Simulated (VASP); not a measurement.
# C (Pm-3n) in VASP: a series of runs

Runs on C. Level: r2SCAN. Tasks: single point, relaxation of cell and atoms.

All numbers are computed with VASP 6.6.1; they aren't measurements. Logs are shortened: lines on timing, memory, paths and dates and some standing lists are left out, and cuts for length are marked.

### 1 The cell of the first run

It takes space group Pm-3n (No. 223, cubic). Conventional cell: a = 4.455 Å, b = 4.455 Å, c = 4.455 Å, α = 90.00°, β = 90.00°, γ = 90.00°. C (site symmetry m-3) has 12 C at 2.49 Å within 3.3 Å. C (site symmetry -4m2) has 14 C at 2.23 to 2.73 Å within 2.9 Å.

### 2 Single point, r2SCAN

Contents of POSCAR:

```
C
1.0
    4.4554321148      0.0000000000      0.0000000000
    0.0000000000      4.4554321148      0.0000000000
    0.0000000000      0.0000000000      4.4554321148
C
8
Direct
    0.5000000000      0.5000000000      0.5000000000
    0.0000000000      0.0000000000      0.0000000000
    0.2500000000      0.0000000000      0.5000000000
    0.5000000000      0.2500000000      0.0000000000
    0.5000000000      0.7500000000      0.0000000000
    0.7500000000      0.0000000000      0.5000000000
    0.0000000000      0.5000000000      0.7500000000
    0.0000000000      0.5000000000      0.2500000000
```

Contents of INCAR.step1:

```
SYSTEM = C
ALGO     = Normal         ! electronic algorithm
EDIFF    = 1E-4           ! SCF threshold, eV
ENCUT    = 520            ! plane-wave cutoff, eV
GGA      = PE             ! functional
ISMEAR   = 0              ! smearing method
LASPH    = .True.         ! aspherical terms in the spheres
LCHARG   = .False.        ! write CHGCAR
LREAL    = .False.        ! projectors in reciprocal space
LWAVE    = .True.         ! write WAVECAR
NBANDS   = 26             ! bands
NELM     = 100            ! most SCF steps
PREC     = Accurate       ! precision mode
SIGMA    = 0.1            ! smearing width, eV
```

Contents of INCAR.step2:

```
SYSTEM = C
ALGO     = Normal         ! electronic algorithm
EDIFF    = 1E-6           ! SCF threshold, eV
ENCUT    = 520            ! plane-wave cutoff, eV
ISIF     = 2              ! what is computed and relaxed
ISMEAR   = 0              ! smearing method
ISTART   = 1            
LASPH    = .True.         ! aspherical terms in the spheres
LCHARG   = .True.         ! write CHGCAR
LELF     = .True.         ! ELF
LMIXTAU  = .True.       
LREAL    = .False.        ! projectors in reciprocal space
LVHAR    = .True.       
LWAVE    = .False.        ! write WAVECAR
METAGGA  = R2SCAN         ! meta-GGA
NBANDS   = 26             ! bands
NELM     = 100            ! most SCF steps
PREC     = Accurate       ! precision mode
SIGMA    = 0.1            ! smearing width, eV
```

Contents of KPOINTS:

```
k-points
0
Gamma
  4 4 4
  0 0 0
```

Potentials or basis: VASP PAW PBE potentials, release 64 (C).

The run is started by

```bash
$ cat potpaw_PBE.64/C/POTCAR > POTCAR
$ cp INCAR.step1 INCAR
$ mpirun -np 1 vasp_std > vasp.out
$ cp INCAR.step2 INCAR
$ mpirun -np 1 vasp_std > vasp.out
```

OUTCAR:

```text
SYSTEM = C
   EDIFF = 1E-6
   ENCUT = 520
   ISIF = 2
   ISMEAR = 0
   ISTART = 1
   LASPH = .True.
   LREAL = .False.
   METAGGA = R2SCAN
   NELM = 100
   PREC = Accurate

 ion  position               nearest neighbor table
   1  0.500  0.500  0.500-
   2  0.000  0.000  0.000-
   3  0.250  0.000  0.500-
   4  0.500  0.250  0.000-
   5  0.500  0.750  0.000-
   6  0.750  0.000  0.500-
   7  0.000  0.500  0.750-
   8  0.000  0.500  0.250-

  LATTYP: Found a simple cubic cell.
 ALAT       =     4.4554321148

  Lattice vectors:

 A1 = (   4.4554321148,   0.0000000000,   0.0000000000)
 A2 = (   0.0000000000,   4.4554321148,   0.0000000000)
 A3 = (   0.0000000000,   0.0000000000,   4.4554321148)

Analysis of symmetry for initial positions (statically):
=====================================================================
 Subroutine PRICEL returns:
 Original cell was already a primitive cell.

 Routine SETGRP: Setting up the symmetry group for a
 simple cubic supercell.

 Subroutine GETGRP returns: Found 48 space group operations
 (whereof 24 operations were pure point group operations)
 out of a pool of 48 trial point group operations.

The static configuration has the point symmetry T_h .
 The point group associated with its full space group is O_h .

Analysis of symmetry for dynamics (positions and initial velocities):
=====================================================================
 Subroutine PRICEL returns:
 Original cell was already a primitive cell.

 Routine SETGRP: Setting up the symmetry group for a
 simple cubic supercell.

 Subroutine GETGRP returns: Found 48 space group operations
 (whereof 24 operations were pure point group operations)
 out of a pool of 48 trial point group operations.

The dynamic configuration has the point symmetry T_h .
 The point group associated with its full space group is O_h .

 Subroutine INISYM returns: Found 48 space group operations
 (whereof 24 operations are pure point group operations),
 and found     1 'primitive' translations

----------------------------------------------------------------------------------------

                                     Primitive cell

[... 87 lines left out ...]
   EDIFF  = 0.1E-05   stopping-criterion for ELM
   LREAL  =      F    real-space projection
   EDIFFG = 0.1E-04   stopping-criterion for IOM
   NSW    =      0    number of steps for IOM
   IBRION =     -1    ionic relax: 0-MD 1-quasi-New 2-CG
   NFREE  =      0    steps in history (QN), initial steepest desc. (CG)
   ISIF   =      2    stress and relaxation
   ISYM   =      2    0-nonsym 1-usesym 2-fastsym
   POTIM  = 0.5000    time-step for ionic-motion
   TEBEG  =    0.0;   TEEND  =   0.0 temperature during run
   PSTRESS=    0.0 pullay stress
   NELECT =      32.0000    total number of electrons
   NUPDOWN=      -1.0000    fix difference up-down
   EMIN   =  10.00;   EMAX   =-10.00  energy-range for DOS
   EFERMI =   0.00;   METHOD = LEGACY
   ISMEAR =     0;   SIGMA  =   0.10  broadening in eV -4-tet -1-fermi 0-gaus
   EFERMI_NEDOS =   21; number of points for ismear=-14 and -15
   IALGO  =     38    algorithm
   IMIX   =      4    mixing-type and parameters
     AMIX     =   0.40;   BMIX     =  1.00
     AMIX_MAG =   1.60;   BMIX_MAG =  1.00
  volume/ion in A,a.u.               =      11.06        74.61
  Fermi-wavevector in a.u.,A,eV,Ry     =   1.166545  2.204451 18.515192  1.360828
  Thomas-Fermi vector in A             =   2.303057
   LORBIT       =      0    0 simple, 1 ext, 2 COOP (PROOUT), +10 PAW based schemes
   METAGGA = R2SCAN    functional components
   LHFCALC =     F    Hartree Fock is set to
   AEXX    =    0.0000 exact exchange contribution
   IVDW    =     0    specifies the selected vdW correction
   LEPSILON=     F    determine dielectric tensor
   LRPA    =     F    only Hartree local field effects (RPA)
 non-spin polarized calculation
 Gauss-broadening in eV      SIGMA  =   0.10
  energy-cutoff  :      520.00
  volume of cell :       88.44
 maximum number of plane-waves:      2409
 NGX is ok and might be reduce to    36
   NGX = 17   NGY = 17   NGZ = 17

 number of electron      31.9999997 magnetization

 Free energy of the ion-electron system (eV)
  ---------------------------------------------------
  ext. energy  EPLUGINS =         0.00000000
  ---------------------------------------------------
  free energy    TOTEN  =       -37.39028579 eV

  energy without entropy =      -37.35857202  energy(sigma->0) =      -37.37442890

 E-fermi :   3.0002     XC(G=0): -11.4204

 val. band max:        2.9407036460   @ k =   0.5000   0.2500   0.2500
 cond. band min:       3.0261776397   @ k =   0.0000   0.0000   0.0000
 fundamental gap:      0.0854739937
 Fermi energy:         3.0001783484

 k-point     1 :       0.0000    0.0000    0.0000
  band No.  band energies     occupation
      1     -12.2313      2.00000
      2      -7.3639      2.00000
      3      -7.3639      2.00000
      4      -6.8987      2.00000
      5      -5.0404      2.00000
      6      -5.0404      2.00000
[... 279 lines left out ...]
     25       4.8520      0.00000
     26       4.8520      0.00000

------------------------ aborting loop because EDIFF is reached ----------------------------------------

  FORCE on cell =-STRESS in cart. coord.  units (eV):
  Direction    XX          YY          ZZ          XY          YZ          ZX
  --------------------------------------------------------------------------------------
  -------------------------------------------------------------------------------------
  Total      -15.3238373    -15.3238373    -15.3238373     -0.0000000      0.0000000      0.0000000
  in kB     -277.5930711   -277.5930711   -277.5930711     -0.0000000      0.0000000      0.0000000
  external PRESSURE =    -277.5930711 kB  Pullay stress =       0.0000000 kB

 VOLUME and BASIS-vectors are now :
 -----------------------------------------------------------------------------
  energy-cutoff  :      520.00
  volume of cell :       88.44
      direct lattice vectors                 reciprocal lattice vectors
     4.455432115  0.000000000  0.000000000     0.224445121  0.000000000  0.000000000
     0.000000000  4.455432115  0.000000000     0.000000000  0.224445121  0.000000000
     0.000000000  0.000000000  4.455432115     0.000000000  0.000000000  0.224445121

 POSITION                                       TOTAL-FORCE (eV/Angst)
 -----------------------------------------------------------------------------------
      2.22772      2.22772      2.22772         0.000000     -0.000000     -0.000000
      0.00000      0.00000      0.00000         0.000000     -0.000000     -0.000000
      1.11386      0.00000      2.22772         0.000000     -0.000000     -0.000000
      2.22772      1.11386      0.00000        -0.000000     -0.000000     -0.000000
      2.22772      3.34157      0.00000        -0.000000      0.000000      0.000000
      3.34157      0.00000      2.22772        -0.000000      0.000000      0.000000
      0.00000      2.22772      3.34157         0.000000      0.000000      0.000000
      0.00000      2.22772      1.11386         0.000000      0.000000     -0.000000
 -----------------------------------------------------------------------------------
    total drift:                                0.000000      0.000000     -0.000000

  FREE ENERGIE OF THE ION-ELECTRON SYSTEM (eV)
  ---------------------------------------------------
  free  energy   TOTEN  =       -37.3902857850 eV

  energy  without entropy=      -37.3585720230  energy(sigma->0) =      -37.37442890
```

OUTCAR.step1:

```text
SYSTEM = C
   EDIFF = 1E-4
   ENCUT = 520
   GGA = PE
   ISMEAR = 0
[... 520 lines left out ...]
      2.22772      3.34157      0.00000         0.000000     -0.000000     -0.000000
      3.34157      0.00000      2.22772         0.000000      0.000000      0.000000
      0.00000      2.22772      3.34157        -0.000000     -0.000000      0.000000
      0.00000      2.22772      1.11386         0.000000     -0.000000     -0.000000
 -----------------------------------------------------------------------------------
    total drift:                                0.000000      0.000000     -0.000000

  FREE ENERGIE OF THE ION-ELECTRON SYSTEM (eV)
  ---------------------------------------------------
  free  energy   TOTEN  =       -33.5338891912 eV

  energy  without entropy=      -33.5025911196  energy(sigma->0) =      -33.51824016
```

OSZICAR.step1:

```text
N       E                     dE             d eps       ncg     rms          rms(c)
DAV:   1     0.652110344327E+02    0.65211E+02   -0.14430E+04   520   0.111E+03
DAV:   2    -0.267499922216E+02   -0.91961E+02   -0.83316E+02   632   0.174E+02
DAV:   3    -0.335283806338E+02   -0.67784E+01   -0.64358E+01   762   0.363E+01
DAV:   4    -0.336595327711E+02   -0.13115E+00   -0.13001E+00   710   0.581E+00
DAV:   5    -0.336669947845E+02   -0.74620E-02   -0.74504E-02   750   0.106E+00    0.238E+00
DAV:   6    -0.335676844444E+02    0.99310E-01   -0.18126E-01   766   0.173E+00    0.122E+00
DAV:   7    -0.335413854612E+02    0.26299E-01   -0.81622E-02   812   0.120E+00    0.626E-01
DAV:   8    -0.335335873932E+02    0.77981E-02   -0.34028E-02   736   0.827E-01    0.134E-01
DAV:   9    -0.335338866804E+02   -0.29929E-03   -0.19501E-03   744   0.219E-01    0.523E-02
DAV:  10    -0.335338891912E+02   -0.25107E-05   -0.99909E-05   448   0.610E-02
   1 F= -.33533889E+02 E0= -.33518240E+02  d E =-.312981E-01
```

Wall time 93 s (1 thread of Intel Xeon Platinum 8259CL at 2.50GHz (Skylake/Cascade Lake), shared host); peak memory 0.2 GiB.

What came out:

* Free energy: -37.3903 eV
* Pressure: -27.8 GPa
* Band gap on the k mesh: zero (band 16 reaches 3.21 eV, above the bottom of band 17 at 1.97 eV)

Caveat: the PAW data sets were made with another functional, which shifts forces and pressure a little.

### 3 Single point, r2SCAN

This run uses another cell than the first one, of 7.41 Å³/atom, 0.670 times its volume.

Edit POSCAR of step 2 so:

```diff
@@ -2,5 +2,5 @@
 1.0
-    4.4554321148      0.0000000000      0.0000000000
-    0.0000000000      4.4554321148      0.0000000000
-    0.0000000000      0.0000000000      4.4554321148
+    3.8985772167      0.0000000000      0.0000000000
+    0.0000000000      3.8985772167      0.0000000000
+    0.0000000000      0.0000000000      3.8985772167
 C
```

Contents of INCAR.step1:

```
ALGO = Normal
EDIFF = 1E-4
ENCUT = 520
GGA = PE
ISMEAR = 0
LASPH = T
LCHARG = F
LREAL = F
LWAVE = T
NBANDS = 26
NELM = 60
PREC = Accurate
SIGMA = 0.1
```

Contents of INCAR.step2:

```
ALGO = Normal
EDIFF = 1E-6
ENCUT = 520
ISIF = 2
ISMEAR = 0
ISTART = 1
LASPH = T
LCHARG = F
LMIXTAU = T
LREAL = F
LWAVE = F
METAGGA = R2SCAN
NBANDS = 26
NELM = 60
PREC = Accurate
SIGMA = 0.1
```

Contents of KPOINTS:

```
k-points
0
Gamma
  10 10 10
```

Potentials or basis: VASP PAW PBE potentials, release 64 (C).

The run is started by

```bash
$ cat potpaw_PBE.64/C/POTCAR > POTCAR
$ cp INCAR.step1 INCAR
$ mpirun -np 1 vasp_std > vasp.out
$ cp INCAR.step2 INCAR
$ mpirun -np 1 vasp_std > vasp.out
```

Wall time 3.7 min (1 thread of Intel Xeon Platinum 8259CL at 2.50GHz (Skylake/Cascade Lake), shared host); peak memory 0.19 GiB.

Results (log left out):

```
Free energy            : -41.1032 eV
Pressure               : 0.2 GPa
Band gap on the k mesh : zero (band 16 reaches 8.98 eV, above the bottom of band 17 at 5.86 eV)
```

Levels at points of the mesh, in eV from the Fermi level:
| k point | band 14 | band 15 | band 16 | band 17 | band 18 | band 19 |
| --- | --- | --- | --- | --- | --- | --- |
| (0.00, 0.00, 0.00) | -3.24 | -3.24 | -3.24 | -0.85 | -0.85 | -0.85 |
| (0.50, 0.00, 0.00) | -2.30 | -1.11 | -1.11 | -0.16 | -0.16 | 0.80 |
| (0.50, 0.50, 0.00) | -0.40 | 0.47 | 0.47 | 0.62 | 0.62 | 1.34 |
| (0.50, 0.50, 0.50) | 0.42 | 1.54 | 1.54 | 2.19 | 2.19 | 2.19 |

Caveat: the PAW data sets were made with another functional, which shifts forces and pressure a little.

[end of part 1 of 2]
